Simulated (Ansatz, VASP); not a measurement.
## Two plane-wave programs on AgCl

```
CELL_PARAMETERS angstrom
0.00000 2.73500 2.73500
2.73500 0.00000 2.73500
2.73500 2.73500 0.00000
ATOMIC_POSITIONS crystal
Ag 0.00000 0.00000 0.00000
Cl 0.50000 0.50000 0.50000
```

Alike in both runs: task single point; functional PBEsol; k mesh 8 × 8 × 8; no spin polarisation.

|  | VASP | Ansatz |
| --- | --- | --- |
| version | VASP 6.6.1 | Ansatz 0.2.0 |
| potentials or method | VASP PAW PBE potentials, release 64 (Ag, Cl) | plane waves, PAW |
| plane-wave cutoff (eV) | 520 | 420 |
| occupations | gaussian, width 0.01 eV | fixed |
| valence electrons in the cell | 18 | 26 |

VASP gave:

* gap on the k mesh at the Fermi level (eV): 0.72
* pressure (GPa): -0.8

Estimate Ansatz's values.

gap on the k mesh at the Fermi level (eV): 0.73; pressure (GPa): -0.7.

VASP's potentials were made for PBE, not for PBEsol. VASP's potentials hold 18 valence electrons a cell and Ansatz's 26, so a difference there can come from the potentials and not from the codes.
